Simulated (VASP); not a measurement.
# GaCo (Fd-3m) in VASP: notebook

The runs below take GaCo through single point, relaxation of cell and atoms, with PBE.

All numbers are computed with VASP 6.6.1; they aren't measurements. Logs are shortened: lines on timing, memory, paths and dates and some standing lists are left out, and cuts for length are marked.

### 1 The cell of the first run

Symmetry: Fd-3m, No. 227, cubic system. The conventional cell has a = 5.765 Å, b = 5.765 Å, c = 5.765 Å, α = 90.00°, β = 90.00°, γ = 90.00°. Within 3.3 Å of Ga (site symmetry -43m) lie 4 Ga at 2.50 Å and 10 Co at 2.50 to 2.88 Å. Within 3.3 Å of Co (site symmetry -43m) lie 10 Ga at 2.50 to 2.88 Å and 4 Co at 2.50 Å.

### 2 Single point, PBE, collinear spin, ferromagnetic start

Contents of INCAR:

```
ALGO = Normal
EDIFF = 1E-6
ENCUT = 520
GGA = PE
ISIF = 2
ISMEAR = 0
ISPIN = 2
LASPH = T
LCHARG = T
LELF = T
LMAXMIX = 4
LORBIT = 11
LREAL = F
LVHAR = T
LWAVE = F
MAGMOM = 0 0 3 3
NBANDS = 34
NELM = 150
PREC = Accurate
SIGMA = 0.1
```

Contents of KPOINTS:

```
k-points
0
Gamma
  6 6 6
```

Contents of POSCAR:

```
GaCo
1.0
    0.0000000000      2.8827075894      2.8827075894
    2.8827075894      0.0000000000      2.8827075894
    2.8827075894      2.8827075894      0.0000000000
Ga Co
2 2
Direct
    0.5000000000      0.5000000000      0.5000000000
    0.7500000000      0.7500000000      0.7500000000
    0.0000000000      0.0000000000      0.0000000000
    0.2500000000      0.2500000000      0.2500000000
```

Potentials or basis: VASP PAW PBE potentials, release 64 (Ga_d, Co).

Launch:

```console
$ cat potpaw_PBE.64/Ga_d/POTCAR potpaw_PBE.64/Co/POTCAR > POTCAR
$ mpirun -np 1 vasp_std > vasp.out
```

OUTCAR:

```text
EDIFF = 1E-6
   ENCUT = 520
   GGA = PE
   ISIF = 2
   ISMEAR = 0
   ISPIN = 2
   LASPH = T
   LORBIT = 11
   LREAL = F
   NELM = 150
   PREC = Accurate

 ion  position               nearest neighbor table
   1  0.500  0.500  0.500-   2 2.50   4 2.50   4 2.50   4 2.50   4 2.50   2 2.50   2 2.50   2 2.50
                             3 2.88   3 2.88   3 2.88   3 2.88   3 2.88   3 2.88
   2  0.750  0.750  0.750-   1 2.50   3 2.50   1 2.50   1 2.50   1 2.50   3 2.50   3 2.50   3 2.50
                             4 2.88   4 2.88   4 2.88   4 2.88   4 2.88   4 2.88
   3  0.000  0.000  0.000-   2 2.50   4 2.50   2 2.50   2 2.50   2 2.50   4 2.50   4 2.50   4 2.50
                             1 2.88   1 2.88   1 2.88   1 2.88   1 2.88   1 2.88
   4  0.250  0.250  0.250-   1 2.50   3 2.50   3 2.50   3 2.50   3 2.50   1 2.50   1 2.50   1 2.50
                             2 2.88   2 2.88   2 2.88   2 2.88   2 2.88   2 2.88

  LATTYP: Found a face centered cubic cell.
 ALAT       =     5.7654151788

  Lattice vectors:

 A1 = (   0.0000000000,   2.8827075894,   2.8827075894)
 A2 = (   2.8827075894,   0.0000000000,   2.8827075894)
 A3 = (   2.8827075894,   2.8827075894,   0.0000000000)

Analysis of symmetry for initial positions (statically):
=====================================================================
 Subroutine PRICEL returns:
 Original cell was already a primitive cell.

 Routine SETGRP: Setting up the symmetry group for a
 face centered cubic supercell.

 Subroutine GETGRP returns: Found 48 space group operations
 (whereof 24 operations were pure point group operations)
 out of a pool of 48 trial point group operations.

The static configuration has the point symmetry T_d .
 The point group associated with its full space group is O_h .

Analysis of symmetry for dynamics (positions and initial velocities):
=====================================================================
 Subroutine PRICEL returns:
 Original cell was already a primitive cell.

 Routine SETGRP: Setting up the symmetry group for a
 face centered cubic supercell.

 Subroutine GETGRP returns: Found 48 space group operations
 (whereof 24 operations were pure point group operations)
 out of a pool of 48 trial point group operations.

The dynamic configuration has the point symmetry T_d .
 The point group associated with its full space group is O_h .

Analysis of structural, dynamic, and magnetic symmetry:
=====================================================================
 Subroutine PRICEL returns:
 Original cell was already a primitive cell.

 Routine SETGRP: Setting up the symmetry group for a
 face centered cubic supercell.

 Subroutine GETGRP returns: Found 48 space group operations
 (whereof 24 operations were pure point group operations)
 out of a pool of 48 trial point group operations.

The overall configuration has the point symmetry T_d .
 The point group associated with its full space group is O_h .

 Subroutine INISYM returns: Found 48 space group operations
 (whereof 24 operations are pure point group operations),
 and found     1 'primitive' translations

----------------------------------------------------------------------------------------

                                     Primitive cell

  volume of cell :      47.9106

  direct lattice vectors                    reciprocal lattice vectors
     0.000000000  2.882707589  2.882707589    -0.173448046  0.173448046  0.173448046
     2.882707589  0.000000000  2.882707589     0.173448046 -0.173448046  0.173448046
     2.882707589  2.882707589  0.000000000     0.173448046  0.173448046 -0.173448046

  length of vectors
     4.076764169  4.076764169  4.076764169     0.300420829  0.300420829  0.300420829

  position of ions in fractional coordinates (direct lattice)
     0.500000000  0.500000000  0.500000000
     0.750000000  0.750000000  0.750000000
     0.000000000  0.000000000  0.000000000
     0.250000000  0.250000000  0.250000000

  ion indices of the primitive-cell ions
   primitive index   ion index
                 1           1
                 2           2
[... 23 lines left out ...]

 Subroutine IBZKPT returns following result:
 ===========================================

 Found     16 irreducible k-points:

 Following reciprocal coordinates:
            Coordinates               Weight
  0.000000  0.000000  0.000000      1.000000
  0.166667  0.000000  0.000000      8.000000
  0.333333  0.000000  0.000000      8.000000
  0.500000  0.000000  0.000000      4.000000
  0.166667  0.166667  0.000000      6.000000
  0.333333  0.166667  0.000000     24.000000
[... 8 lines left out ...]
 -0.333333  0.333333  0.166667     24.000000
 -0.333333  0.500000  0.166667     12.000000
   k-points           NKPTS =     16   k-points in BZ     NKDIM =     16   number of bands    NBANDS=     34
   number of dos      NEDOS =    301   number of ions     NIONS =      4
   total plane-waves  NPLWV =  27000
   dimension x,y,z NGX =    30 NGY =   30 NGZ =   30
   dimension x,y,z NGXF=    60 NGYF=   60 NGZF=   60
   ions per type =               2   2
   NGX,Y,Z   is equivalent  to a cutoff of  12.23, 12.23, 12.23 a.u.
   NGXF,Y,Z  is equivalent  to a cutoff of  24.47, 24.47, 24.47 a.u.
 SYSTEM =  unknown system
   PREC   = accura    normal or accurate (medium, high low for compatibility)
   ISTART =      0    job   : 0-new  1-cont  2-samecut
   ICHARG =      2    charge: 1-file 2-atom 10-const
   ISPIN  =      2    spin polarized calculation?
   LNONCOLLINEAR =      F non collinear calculations
   LSORBIT =      F    spin-orbit coupling
   LASPH  =      T    aspherical Exc in radial PAW
   ENCUT  =  520.0 eV  38.22 Ry    6.18 a.u.   7.58  7.58  7.58*2*pi/ulx,y,z
   NELM   =    150;   NELMIN=  2; NELMDL= -5     # of ELM steps
   EDIFF  = 0.1E-05   stopping-criterion for ELM
   LREAL  =      F    real-space projection
   EDIFFG = 0.1E-04   stopping-criterion for IOM
   NSW    =      0    number of steps for IOM
   IBRION =     -1    ionic relax: 0-MD 1-quasi-New 2-CG
   NFREE  =      0    steps in history (QN), initial steepest desc. (CG)
   ISIF   =      2    stress and relaxation
   ISYM   =      2    0-nonsym 1-usesym 2-fastsym
   POTIM  = 0.5000    time-step for ionic-motion
   TEBEG  =    0.0;   TEEND  =   0.0 temperature during run
   PSTRESS=    0.0 pullay stress
   NELECT =      44.0000    total number of electrons
   NUPDOWN=      -1.0000    fix difference up-down
   EMIN   =  10.00;   EMAX   =-10.00  energy-range for DOS
   EFERMI =   0.00;   METHOD = LEGACY
   ISMEAR =     0;   SIGMA  =   0.10  broadening in eV -4-tet -1-fermi 0-gaus
   EFERMI_NEDOS =   21; number of points for ismear=-14 and -15
   IALGO  =     38    algorithm
   IMIX   =      4    mixing-type and parameters
     AMIX     =   0.40;   BMIX     =  1.00
     AMIX_MAG =   1.60;   BMIX_MAG =  1.00
  volume/ion in A,a.u.               =      11.98        80.83
  Fermi-wavevector in a.u.,A,eV,Ry     =   1.591287  3.007096 34.452588  2.532194
  Thomas-Fermi vector in A             =   2.689850
   LORBIT       =     11    0 simple, 1 ext, 2 COOP (PROOUT), +10 PAW based schemes
   GGA     = PE    functional components
   LHFCALC =     F    Hartree Fock is set to
   AEXX    =    0.0000 exact exchange contribution
   IVDW    =     0    specifies the selected vdW correction
   LEPSILON=     F    determine dielectric tensor
   LRPA    =     F    only Hartree local field effects (RPA)
 spin polarized calculation
 Gauss-broadening in eV      SIGMA  =   0.10
  energy-cutoff  :      520.00
  volume of cell :       47.91
 maximum number of plane-waves:      1308
   NGX = 15   NGY = 15   NGZ = 15

 number of electron      43.9999972 magnetization       1.7195364

 Free energy of the ion-electron system (eV)
  ---------------------------------------------------
  ext. energy  EPLUGINS =         0.00000000
  ---------------------------------------------------
  free energy    TOTEN  =       -19.54922164 eV

  energy without entropy =      -19.52395094  energy(sigma->0) =      -19.53658629

 E-fermi :   9.9231     XC(G=0): -13.1644

 val. band max:        9.9099687026   @ k =   0.5000   0.5000   0.0000
 cond. band min:       9.9243155941   @ k =   0.3333   0.0000   0.0000
 fundamental gap:      0.0143468915
 Fermi energy:         9.9231019438

 spin component 1

 k-point     1 :       0.0000    0.0000    0.0000
  band No.  band energies     occupation
      1      -5.6493      1.00000
      2      -5.6493      1.00000
      3      -5.6493      1.00000
      4      -5.6343      1.00000
      5      -5.6343      1.00000
      6      -5.2856      1.00000
[... 581 lines left out ...]
     33      24.7337      0.00000
     34      24.7338      0.00000
 Fermi energy:         9.9231019438

 spin component 2

 k-point     1 :       0.0000    0.0000    0.0000
  band No.  band energies     occupation
      1      -5.6539      1.00000
      2      -5.6539      1.00000
      3      -5.6539      1.00000
      4      -5.6417      1.00000
      5      -5.6417      1.00000
      6      -5.2897      1.00000
[... 581 lines left out ...]
     33      24.8429      0.00000
     34      24.8431      0.00000

------------------------ aborting loop because EDIFF is reached ----------------------------------------

  FORCE on cell =-STRESS in cart. coord.  units (eV):
  Direction    XX          YY          ZZ          XY          YZ          ZX
  --------------------------------------------------------------------------------------
  -------------------------------------------------------------------------------------
  Total        2.4006510      2.4006510      2.4006510      0.0000000      0.0000000      0.0000000
  in kB       80.2800892     80.2800892     80.2800892      0.0000000      0.0000000      0.0000000
  external PRESSURE =      80.2800892 kB  Pullay stress =       0.0000000 kB

 VOLUME and BASIS-vectors are now :
 -----------------------------------------------------------------------------
  energy-cutoff  :      520.00
  volume of cell :       47.91
      direct lattice vectors                 reciprocal lattice vectors
     0.000000000  2.882707589  2.882707589    -0.173448046  0.173448046  0.173448046
     2.882707589  0.000000000  2.882707589     0.173448046 -0.173448046  0.173448046
     2.882707589  2.882707589  0.000000000     0.173448046  0.173448046 -0.173448046

 POSITION                                       TOTAL-FORCE (eV/Angst)
 -----------------------------------------------------------------------------------
      2.88271      2.88271      2.88271         0.000000     -0.000000      0.000000
      4.32406      4.32406      4.32406        -0.000000      0.000000     -0.000000
      0.00000      0.00000      0.00000         0.000000      0.000000      0.000000
      1.44135      1.44135      1.44135        -0.000000     -0.000000     -0.000000
 -----------------------------------------------------------------------------------
    total drift:                                0.000000     -0.000000      0.000000

  FREE ENERGIE OF THE ION-ELECTRON SYSTEM (eV)
  ---------------------------------------------------
  free  energy   TOTEN  =       -19.5492216365 eV

  energy  without entropy=      -19.5239509416  energy(sigma->0) =      -19.53658629

 total charge

# of ion       s       p       d       tot
------------------------------------------
    1        0.850   0.917  10.048  11.815
    2        0.850   0.917  10.048  11.815
    3        0.418   0.445   7.442   8.305
    4        0.418   0.445   7.442   8.305
--------------------------------------------------
tot          2.535   2.725  34.979  40.239

 magnetization (x)

# of ion       s       p       d       tot
------------------------------------------
    1        0.001  -0.013  -0.008  -0.020
    2        0.001  -0.013  -0.008  -0.020
    3       -0.002  -0.000   0.898   0.896
    4       -0.002  -0.000   0.898   0.896
--------------------------------------------------
tot         -0.003  -0.026   1.779   1.750
```

Run time: 42 s. Hardware: 1 thread of Intel Xeon Platinum 8488C (Sapphire Rapids), shared host; peak memory 0.2 GiB.

Results:

```yaml
Free_energy: -19.5492 eV
Pressure: 8.0 GPa
Net_moment: 1.72 μB per cell
Site_moments: Ga -0.02; Co +0.90 μB
Valence_electrons_inside_the_program's_atomic_spheres: Ga 11.81; Co 8.30
```

### 3 Single point, PBE, collinear spin, ferromagnetic start

This run uses another cell than the first one, of 12.63 Å³/atom, 1.054 times its volume.

Contents of INCAR:

```
SYSTEM = GaCo
ALGO = Fast
EDIFF = 1E-6
ENCUT = 520
GGA = PE
ISIF = 2
ISMEAR = 0
ISPIN = 2
LASPH = .TRUE.
LCHARG = .TRUE.
LELF = .TRUE.
LMAXMIX = 4
LORBIT = 11
LREAL = .FALSE.
LVHAR = .TRUE.
LWAVE = .FALSE.
MAGMOM = 0 0 1.01 1.01
NBANDS = 34
NELM = 150
PREC = Accurate
SIGMA = 0.1
```

Contents of KPOINTS:

```
k-points
0
G
  6 6 6
  0 0 0
```

Contents of POSCAR:

```
GaCo
1.0
    0.0000000000      2.9339615403      2.9339615403
    2.9339615403      0.0000000000      2.9339615403
    2.9339615403      2.9339615403      0.0000000000
Ga Co
2 2
Direct
    0.5000000000      0.5000000000      0.5000000000
    0.7500000000      0.7500000000      0.7500000000
    0.0000000000      0.0000000000      0.0000000000
    0.2500000000      0.2500000000      0.2500000000
```

Potentials or basis: VASP PAW PBE potentials, release 64 (Ga_d, Co).

Launch:

```console
$ cat potpaw_PBE.64/Ga_d/POTCAR potpaw_PBE.64/Co/POTCAR > POTCAR
$ mpirun -np 1 vasp_std > vasp.out
```

Run time: 49 s. Hardware: 1 thread of Intel Xeon Platinum 8488C (Sapphire Rapids), shared host; peak memory 0.22 GiB.

The run converged. Its results:

```
Free energy                                           : -19.6123 eV
Pressure                                              : 0.1 GPa
Net moment                                            : 2.12 μB per cell
Site moments                                          : Ga -0.02; Co +1.10 μB
Valence electrons inside the program's atomic spheres : Ga 11.74; Co 8.21
```

Levels at points of the mesh, in eV from the Fermi level:
Spin up:
| k point | band 19 | band 20 | band 21 | band 22 | band 23 | band 24 | band 25 | band 26 | band 27 | band 28 |
| --- | --- | --- | --- | --- | --- | --- | --- | --- | --- | --- |
| (0.00, 0.00, 0.00) | -2.47 | -1.13 | -1.13 | 1.82 | 2.37 | 2.37 | 2.37 | 3.84 | 3.84 | 3.84 |
| (0.50, 0.00, 0.00) | -1.71 | -1.29 | -1.29 | -1.28 | 0.89 | 2.10 | 2.10 | 2.30 | 2.30 | 5.57 |
| (0.50, 0.50, 0.00) | -2.01 | -2.01 | -1.24 | -1.24 | -1.16 | -1.16 | 1.60 | 1.60 | 10.09 | 10.09 |
Spin down:
| k point | band 18 | band 19 | band 20 | band 21 | band 22 | band 23 |
| --- | --- | --- | --- | --- | --- | --- |
| (0.00, 0.00, 0.00) | -1.86 | -1.86 | 0.26 | 0.26 | 1.83 | 2.61 |
| (0.50, 0.00, 0.00) | -0.64 | -0.62 | -0.62 | -0.21 | -0.21 | 1.21 |
| (0.50, 0.50, 0.00) | -1.66 | -0.77 | -0.77 | -0.22 | -0.22 | 0.04 |

### 4 Relaxation of cell and atoms, PBE, collinear spin, ferromagnetic start

Contents of INCAR:

```
ALGO     = Fast           # electronic algorithm
EDIFF    = 1E-6           # SCF threshold, eV
EDIFFG   = -0.04          # ionic threshold
ENCUT    = 600            # plane-wave cutoff, eV
GGA      = PE             # functional
IBRION   = 2              # ionic algorithm
ISIF     = 3              # what is computed and relaxed
ISMEAR   = 0              # smearing method
ISPIN    = 2              # spin polarisation
LASPH    = True           # aspherical terms in the spheres
LCHARG   = False          # write CHGCAR
LMAXMIX  = 4              # l up to which the mixer works
LORBIT   = 11             # projections on sites
LREAL    = False          # projectors in reciprocal space
LWAVE    = False          # write WAVECAR
MAGMOM   = 0 0 1.01 1.01  # initial moments
NELM     = 150            # most SCF steps
NSW      = 90             # ionic steps
PREC     = Accurate       # precision mode
SIGMA    = 0.1            # smearing width, eV
```

Contents of KPOINTS:

```
k-points
0
Gamma
  6 6 6
```

Contents of POSCAR:

```
GaCo
1.0
    0.0000000000      2.8827075894      2.8827075894
    2.8827075894      0.0000000000      2.8827075894
    2.8827075894      2.8827075894      0.0000000000
Ga Co
2 2
Direct
    0.5000000000      0.5000000000      0.5000000000
    0.7500000000      0.7500000000      0.7500000000
    0.0000000000      0.0000000000      0.0000000000
    0.2500000000      0.2500000000      0.2500000000
```

Launch:

```console
$ cat potpaw_PBE.64/Ga_d/POTCAR potpaw_PBE.64/Co/POTCAR > POTCAR
$ mpirun -np 1 vasp_std > vasp.out
```

Wall time 9.1 min (1 thread of AMD EPYC 7R13, shared host); peak memory 0.24 GiB.

The run converged. Its results:

```
Free energy                                           : -19.6103 eV
Relaxed volume                                        : 12.63 Å³/atom
Relaxed cell                                          : a = 4.150 Å, b = 4.150 Å, c = 4.150 Å, α = 60.00°, β = 60.00°, γ = 60.00°
Space group after relaxing (to 0.05 Å)                : Fd-3m (No. 227)
Energy gained by relaxing                             : 15.5 meV/atom
Ionic steps                                           : 3
Pressure after relaxing                               : 0.0 GPa
Net moment                                            : 2.12 μB per cell
Site moments                                          : Ga -0.02; Co +1.10 μB
Valence electrons inside the program's atomic spheres : Ga 11.74; Co 8.21
```

The path:
```
step  energy change (eV)  largest force (eV/Å)  pressure (GPa)  volume (Å³)
   1              0.0000                0.0000            7.99        47.91
   2             -0.0412                0.0000           -3.80        52.17
   3             -0.0618                0.0000           -0.05        50.53
```

Final structure:
```yaml
crystal:
  lattice:
    - [0.00000, 2.93422, 2.93422]
    - [2.93422, 0.00000, 2.93422]
    - [2.93422, 2.93422, 0.00000]
  atoms:
    - { symbol: Ga, position: [0.50000, 0.50000, 0.50000] }
    - { symbol: Ga, position: [0.75000, 0.75000, 0.75000] }
    - { symbol: Co, position: [0.00000, 0.00000, 0.00000] }
    - { symbol: Co, position: [0.25000, 0.25000, 0.25000] }
```

Levels at points of the mesh, in eV from the Fermi level:
Spin up:
```csv
k point,band 21,band 22,band 23,band 24,band 25,band 26
"(0.00, 0.00, 0.00)",-1.13,1.82,2.37,2.37,2.37,3.84
"(0.50, 0.00, 0.00)",-1.29,-1.28,0.89,2.10,2.10,2.30
"(0.50, 0.50, 0.00)",-1.24,-1.24,-1.16,-1.16,1.60,1.60
```
Spin down:
| k point | band 17 | band 18 | band 19 | band 20 | band 21 | band 22 | band 23 | band 24 |
| --- | --- | --- | --- | --- | --- | --- | --- | --- |
| (0.00, 0.00, 0.00) | -1.86 | -1.86 | -1.86 | 0.26 | 0.26 | 1.83 | 2.61 | 2.61 |
| (0.50, 0.00, 0.00) | -1.85 | -0.64 | -0.62 | -0.62 | -0.21 | -0.21 | 1.21 | 2.56 |
| (0.50, 0.50, 0.00) | -1.65 | -1.65 | -0.77 | -0.77 | -0.22 | -0.22 | 0.04 | 0.04 |

### 5 The runs side by side

```csv
task,cell,cutoff (eV),gap on the mesh (eV),pressure (GPa),moment (μB)
single point,"a = 4.077 Å, angles 60.0°, 4 atoms",520,none,8.0,1.72
single point,"a = 4.149 Å, angles 60.0°, 4 atoms",520,none,0.1,2.12
relaxation of cell and atoms,"relaxed from a = 4.077 Å, angles 60.0°, 4 atoms",600,none,0.0,2.12
```

Alike in all rows: level PBE; potentials or basis VASP PAW PBE potentials, release 64 (Ga_d, Co); spin collinear, ferromagnetic start; k mesh 6 × 6 × 6; smearing gaussian 0.1 eV.

Total energies depend on the potentials used, so only differences within one code and one set of settings carry meaning.
